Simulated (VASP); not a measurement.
# K (Pm-3m) in VASP: further runs, part 3 of 3

VASP 6.6.1. The steps go on from the part before.

## Step 5: Single point, BLYP (92.56 Å³/atom)

This run uses another cell than the first one, of 92.56 Å³/atom.

The input, INCAR:

```
SYSTEM = K
AGGAC = 1.0 ; AGGAX = 1.0
ALDAC = 0.0 ; ALDAX = 1.0
ALGO = Normal ; EDIFF = 1E-6
ENCUT = 520 ; GGA = B5
ISIF = 2 ; ISMEAR = -1
LASPH = .TRUE. ; LCHARG = .FALSE.
LREAL = .FALSE. ; LWAVE = .FALSE.
NBANDS = 10 ; NELM = 80
PREC = Accurate ; SIGMA = 0.1
```

The input, KPOINTS:

```
k-points
0
G
  8 8 8
  0 0 0
```

The input, POSCAR:

```
K
1.0
    4.5235418525      0.0000000000      0.0000000000
    0.0000000000      4.5235418525      0.0000000000
    0.0000000000      0.0000000000      4.5235418525
K
1
Direct
    0.0000000000      0.0000000000      0.0000000000
```

Potentials or basis: VASP PAW PBE potentials, release 64 (K_sv).

Started as:

```bash
cat potpaw_PBE.64/K_sv/POTCAR > POTCAR
mpirun -np 1 vasp_std > vasp.out
```

OUTCAR:

```text
SYSTEM = K
   EDIFF = 1E-6
   ENCUT = 520
   GGA = B5
   ISIF = 2
   ISMEAR = -1
   LASPH = .TRUE.
   LREAL = .FALSE.
   NELM = 80
   PREC = Accurate

 ion  position               nearest neighbor table
   1  0.000  0.000  0.000-

  LATTYP: Found a simple cubic cell.
 ALAT       =     4.5235418525

  Lattice vectors:

 A1 = (   4.5235418525,   0.0000000000,   0.0000000000)
 A2 = (   0.0000000000,   4.5235418525,   0.0000000000)
 A3 = (   0.0000000000,   0.0000000000,   4.5235418525)

Analysis of symmetry for initial positions (statically):
=====================================================================
 Subroutine PRICEL returns:
 Original cell was already a primitive cell.

 Routine SETGRP: Setting up the symmetry group for a
 simple cubic supercell.

 Subroutine GETGRP returns: Found 48 space group operations
 (whereof 48 operations were pure point group operations)
 out of a pool of 48 trial point group operations.

The static configuration has the point symmetry O_h .

Analysis of symmetry for dynamics (positions and initial velocities):
=====================================================================
 Subroutine PRICEL returns:
 Original cell was already a primitive cell.

 Routine SETGRP: Setting up the symmetry group for a
 simple cubic supercell.

 Subroutine GETGRP returns: Found 48 space group operations
 (whereof 48 operations were pure point group operations)
 out of a pool of 48 trial point group operations.

The dynamic configuration has the point symmetry O_h .

 Subroutine INISYM returns: Found 48 space group operations
 (whereof 48 operations are pure point group operations),
 and found     1 'primitive' translations

----------------------------------------------------------------------------------------

                                     Primitive cell

  volume of cell :      92.5627

  direct lattice vectors                    reciprocal lattice vectors
     4.523541853  0.000000000  0.000000000     0.221065712  0.000000000  0.000000000
     0.000000000  4.523541853  0.000000000     0.000000000  0.221065712  0.000000000
     0.000000000  0.000000000  4.523541853     0.000000000  0.000000000  0.221065712

  length of vectors
     4.523541853  4.523541853  4.523541853     0.221065712  0.221065712  0.221065712

  position of ions in fractional coordinates (direct lattice)
     0.000000000  0.000000000  0.000000000

  ion indices of the primitive-cell ions
   primitive index   ion index
                 1           1

----------------------------------------------------------------------------------------

 KPOINTS: k-points

Automatic generation of k-mesh.
 Grid dimensions read from file:
 generate k-points for:    8    8    8

 Generating k-lattice:

  Cartesian coordinates                     Fractional coordinates (reciprocal lattice)
     0.027633214  0.000000000  0.000000000     0.125000000  0.000000000  0.000000000
     0.000000000  0.027633214  0.000000000     0.000000000  0.125000000  0.000000000
     0.000000000  0.000000000  0.027633214     0.000000000  0.000000000  0.125000000

  Length of vectors
     0.027633214  0.027633214  0.027633214

  Shift w.r.t. Gamma in fractional coordinates (k-lattice)
     0.000000000  0.000000000  0.000000000

 Subroutine IBZKPT returns following result:
 ===========================================

 Found     35 irreducible k-points:

 Following reciprocal coordinates:
            Coordinates               Weight
  0.000000  0.000000  0.000000      1.000000
  0.125000  0.000000  0.000000      6.000000
  0.250000  0.000000  0.000000      6.000000
  0.375000  0.000000  0.000000      6.000000
  0.500000  0.000000  0.000000      3.000000
  0.125000  0.125000  0.000000     12.000000
[... 16 lines left out ...]
  0.375000  0.375000  0.125000     24.000000
  0.500000  0.375000  0.125000     24.000000
 [... further k-points ...]
   k-points           NKPTS =     35   k-points in BZ     NKDIM =     35   number of bands    NBANDS=     10
   number of dos      NEDOS =    301   number of ions     NIONS =      1
   total plane-waves  NPLWV =  46656
   dimension x,y,z NGX =    36 NGY =   36 NGZ =   36
   dimension x,y,z NGXF=    72 NGYF=   72 NGZF=   72
   ions per type =               1
   NGX,Y,Z   is equivalent  to a cutoff of  13.23, 13.23, 13.23 a.u.
   NGXF,Y,Z  is equivalent  to a cutoff of  26.46, 26.46, 26.46 a.u.
 SYSTEM =  K
   PREC   = accura    normal or accurate (medium, high low for compatibility)
   ISTART =      0    job   : 0-new  1-cont  2-samecut
   ICHARG =      2    charge: 1-file 2-atom 10-const
   ISPIN  =      1    spin polarized calculation?
   LNONCOLLINEAR =      F non collinear calculations
   LSORBIT =      F    spin-orbit coupling
   LASPH  =      T    aspherical Exc in radial PAW
   ENCUT  =  520.0 eV  38.22 Ry    6.18 a.u.   8.41  8.41  8.41*2*pi/ulx,y,z
   NELM   =     80;   NELMIN=  2; NELMDL= -5     # of ELM steps
   EDIFF  = 0.1E-05   stopping-criterion for ELM
   LREAL  =      F    real-space projection
   EDIFFG = 0.1E-04   stopping-criterion for IOM
   NSW    =      0    number of steps for IOM
   IBRION =     -1    ionic relax: 0-MD 1-quasi-New 2-CG
   NFREE  =      0    steps in history (QN), initial steepest desc. (CG)
   ISIF   =      2    stress and relaxation
   ISYM   =      2    0-nonsym 1-usesym 2-fastsym
   POTIM  = 0.5000    time-step for ionic-motion
   TEBEG  =    0.0;   TEEND  =   0.0 temperature during run
   PSTRESS=    0.0 pullay stress
   NELECT =       9.0000    total number of electrons
   NUPDOWN=      -1.0000    fix difference up-down
   EMIN   =  10.00;   EMAX   =-10.00  energy-range for DOS
   EFERMI =   0.00;   METHOD = LEGACY
   ISMEAR =    -1;   SIGMA  =   0.10  broadening in eV -4-tet -1-fermi 0-gaus
   EFERMI_NEDOS =   21; number of points for ismear=-14 and -15
   IALGO  =     38    algorithm
   IMIX   =      4    mixing-type and parameters
     AMIX     =   0.40;   BMIX     =  1.00
     AMIX_MAG =   1.60;   BMIX_MAG =  1.00
  volume/ion in A,a.u.               =      92.56       624.64
  Fermi-wavevector in a.u.,A,eV,Ry     =   0.752796  1.422577  7.710438  0.566701
  Thomas-Fermi vector in A             =   1.850088
   LORBIT       =      0    0 simple, 1 ext, 2 COOP (PROOUT), +10 PAW based schemes
   GGA     = B5    functional components
   LHFCALC =     F    Hartree Fock is set to
   AEXX    =    0.0000 exact exchange contribution
   IVDW    =     0    specifies the selected vdW correction
   LEPSILON=     F    determine dielectric tensor
   LRPA    =     F    only Hartree local field effects (RPA)
 non-spin polarized calculation
  energy-cutoff  :      520.00
  volume of cell :       92.56
 maximum number of plane-waves:      2517
 NGX is ok and might be reduce to    36
   NGX = 17   NGY = 17   NGZ = 17

 number of electron       8.9999999 magnetization

 Free energy of the ion-electron system (eV)
  ---------------------------------------------------
  ext. energy  EPLUGINS =         0.00000000
  ---------------------------------------------------
  free energy    TOTEN  =        -0.63442729 eV

  energy without entropy =       -0.60876885  energy(sigma->0) =       -0.62159807

 E-fermi :  -0.1539     XC(G=0):  -4.6790

 val. band max:       -0.1959946824   @ k =   0.5000   0.1250   0.0000
 cond. band min:      -0.0555614791   @ k =   0.5000   0.1250   0.1250
 fundamental gap:      0.1404332033
 Fermi energy:        -0.1539199000

 k-point     1 :       0.0000    0.0000    0.0000
  band No.  band energies     occupation
      1     -32.5923      2.00000
      2     -16.1302      2.00000
      3     -16.1302      2.00000
      4     -16.1302      2.00000
      5      -1.9918      2.00000
      6       2.5441      0.00000
      7       2.5441      0.00000
      8       5.3769      0.00000
      9       5.3770      0.00000
     10       5.3827      0.00000
[... 287 lines left out ...]
 k-point    24 :       0.5000    0.3750    0.1250
  band No.  band energies     occupation
      1     -32.5880      2.00000
      2     -16.1765      2.00000
      3     -16.1683      2.00000
      4     -16.1296      2.00000
      5       0.9711      0.00003
      6       0.9936      0.00002
      7       2.3116      0.00000
      8       2.5172      0.00000
      9       4.2306      0.00000
     10       4.2949      0.00000

 [... further k-points ...]

------------------------ aborting loop because EDIFF is reached ----------------------------------------

  FORCE on cell =-STRESS in cart. coord.  units (eV):
  Direction    XX          YY          ZZ          XY          YZ          ZX
  --------------------------------------------------------------------------------------
  -------------------------------------------------------------------------------------
  Total       -0.0775351     -0.0775351     -0.0775351      0.0000000      0.0000000      0.0000000
  in kB       -1.3420642     -1.3420642     -1.3420642      0.0000000      0.0000000      0.0000000
  external PRESSURE =      -1.3420642 kB  Pullay stress =       0.0000000 kB

 VOLUME and BASIS-vectors are now :
 -----------------------------------------------------------------------------
  energy-cutoff  :      520.00
  volume of cell :       92.56
      direct lattice vectors                 reciprocal lattice vectors
     4.523541853  0.000000000  0.000000000     0.221065712  0.000000000  0.000000000
     0.000000000  4.523541853  0.000000000     0.000000000  0.221065712  0.000000000
     0.000000000  0.000000000  4.523541853     0.000000000  0.000000000  0.221065712

 POSITION                                       TOTAL-FORCE (eV/Angst)
 -----------------------------------------------------------------------------------
      0.00000      0.00000      0.00000         0.000000      0.000000      0.000000
 -----------------------------------------------------------------------------------
    total drift:                                0.000000     -0.000000     -0.000000

  FREE ENERGIE OF THE ION-ELECTRON SYSTEM (eV)
  ---------------------------------------------------
  free  energy   TOTEN  =        -0.6344272923 eV

  energy  without entropy=       -0.6087688454  energy(sigma->0) =       -0.62159807
```

OSZICAR:

```text
N       E                     dE             d eps       ncg     rms          rms(c)
DAV:   1     0.451626673323E+02    0.45163E+02   -0.34956E+03   700   0.673E+02
DAV:   2     0.114641667498E+01   -0.44016E+02   -0.43527E+02   750   0.181E+02
DAV:   3    -0.561293525591E+00   -0.17077E+01   -0.17005E+01  1120   0.288E+01
DAV:   4    -0.635811690465E+00   -0.74518E-01   -0.74384E-01  1032   0.441E+00
DAV:   5    -0.636358623097E+00   -0.54693E-03   -0.54681E-03  1020   0.365E-01    0.184E+00
DAV:   6    -0.634917396281E+00    0.14412E-02   -0.18308E-03  1082   0.290E-01    0.119E+00
DAV:   7    -0.634411468636E+00    0.50593E-03   -0.31326E-03  1106   0.327E-01    0.674E-02
DAV:   8    -0.634407743062E+00    0.37256E-05   -0.33535E-04  1008   0.174E-01    0.163E-02
DAV:   9    -0.634421335169E+00   -0.13592E-04   -0.22430E-05   812   0.227E-02    0.874E-03
DAV:  10    -0.634425908239E+00   -0.45731E-05   -0.14688E-05   824   0.199E-02    0.388E-03
DAV:  11    -0.634427212720E+00   -0.13045E-05   -0.40445E-06   830   0.643E-03    0.726E-04
DAV:  12    -0.634427292255E+00   -0.79534E-07   -0.32878E-07   678   0.185E-03
   1 F= -.63442729E+00 E0= -.62159807E+00  d E =-.256584E-01
```

It took 32 s on 1 thread of Intel Xeon Platinum 8488C (Sapphire Rapids), shared host; peak memory 0.2 GiB.

Results:

```
Free energy            : -0.6344 eV
Pressure               : -0.1 GPa
Band gap on the k mesh : zero (an odd number of electrons rules out a gap without spin polarisation)
```

Caveat: the PAW data sets were made with another functional, which shifts forces and pressure a little.

## Step 6: Single point, BLYP (95.99 Å³/atom)

This run uses another cell than the first one, of 95.99 Å³/atom.

The input, INCAR:

```
  PREC = Accurate
  ENCUT = 520
  EDIFF = 1E-7
  ISMEAR = -1
  SIGMA = 0.1
  LREAL = F
  LASPH = T
  NELM = 80
  ALGO = Normal
  ISIF = 2
  LWAVE = F
  LCHARG = T
  GGA = B5
  ALDAX = 1.0
  AGGAX = 1.0
  AGGAC = 1.0
  ALDAC = 0.0
  LELF = T
  LVHAR = T
  NBANDS = 10
```

The input, KPOINTS:

```
Automatic mesh
0
Gamma
  8 8 8
```

The input, POSCAR:

```
K
1.0
    4.5787124344      0.0000000000      0.0000000000
    0.0000000000      4.5787124344      0.0000000000
    0.0000000000      0.0000000000      4.5787124344
K
1
Direct
    0.0000000000      0.0000000000      0.0000000000
```

Potentials or basis: VASP PAW PBE potentials, release 64 (K_sv).

Started as:

```bash
cat potpaw_PBE.64/K_sv/POTCAR > POTCAR
mpirun -np 1 vasp_std > vasp.out
```

It took 35 s on 1 thread of Intel Xeon Platinum 8488C (Sapphire Rapids), shared host; peak memory 0.2 GiB.

The run converged. Its results:

```yaml
Free_energy: -0.6312 eV
Pressure: -0.2 GPa
Band_gap_on_the_k_mesh: zero (an odd number of electrons rules out a gap without spin polarisation)
```

Levels at points of the mesh, in eV from the Fermi level:
| k point | band 1 | band 2 | band 3 | band 4 | band 5 | band 6 | band 7 | band 8 |
| --- | --- | --- | --- | --- | --- | --- | --- | --- |
| (0.00, 0.00, 0.00) | -32.45 | -15.99 | -15.99 | -15.99 | -1.79 | 2.69 | 2.69 | 5.46 |
| (0.50, 0.00, 0.00) | -32.45 | -16.03 | -15.98 | -15.98 | -0.19 | 0.39 | 3.17 | 4.23 |
| (0.50, 0.50, 0.00) | -32.44 | -16.03 | -16.03 | -15.98 | 1.43 | 1.56 | 1.92 | 1.92 |
| (0.50, 0.50, 0.50) | -32.44 | -16.02 | -16.02 | -16.02 | 2.30 | 2.30 | 2.30 | 3.54 |

Caveat: the PAW data sets were made with another functional, which shifts forces and pressure a little.

## Step 7: The runs side by side

```tsv
cell	gap on the mesh (eV)	pressure (GPa)
a = 4.349 Å, 1 atom	none	0.1
a = 4.409 Å, 1 atom	none	0.0
a = 4.467 Å, 1 atom	none	-0.1
a = 4.524 Å, 1 atom	none	-0.1
a = 4.579 Å, 1 atom	none	-0.2
```

Alike in all rows: task single point; level BLYP; potentials or basis VASP PAW PBE potentials, release 64 (K_sv); no spin polarisation; k mesh 8 × 8 × 8; cutoff (eV) 520; smearing fermi-dirac 0.1 eV.

Caveats: the PAW data sets were made with another functional, which shifts forces and pressure a little.

Absolute energies hang on the potentials; compare differences alone.
